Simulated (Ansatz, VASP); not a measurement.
**One calculation of Mo, two programs**

```xyz
1
Lattice="2.7423 0.0000 0.0000 -1.3712 2.3749 0.0445 0.0000 0.0467 2.4921" Properties=species:S:1:pos:R:3 pbc="T T T"
Mo    0.0000    0.0234    1.2460
```

Change from the starting cell: strain +0.0375 x Voigt [0, 0, 0, 1, 0, 0], atoms carried along.

Alike in both runs: task single point; functional PBEsol; k mesh 24 × 24 × 24; occupations gaussian, width 0.15 eV; no spin polarisation.

```csv
,VASP,Ansatz
version,VASP 6.6.1,Ansatz 0.2.0
potentials or method,"VASP PAW PBE potentials, release 64 (Mo_sv), cutoff 520 eV","scalar-relativistic, plane waves, PAW"
valence electrons in the cell,14,14
```

```tsv
	VASP	Ansatz	Ansatz less VASP
gap on the k mesh at the Fermi level (eV)	none	none	-
pressure (GPa)	0.7	0.0	-0.61
traceless stress, the component that is largest in VASP (GPa)	3.41	3.40	-0.004
```

VASP's potentials were made for PBE, not for PBEsol. A gap of «none» marks a metal or a gap that the smearing closes. The functional is the same, so the differences come from potentials, cutoffs and numerics.
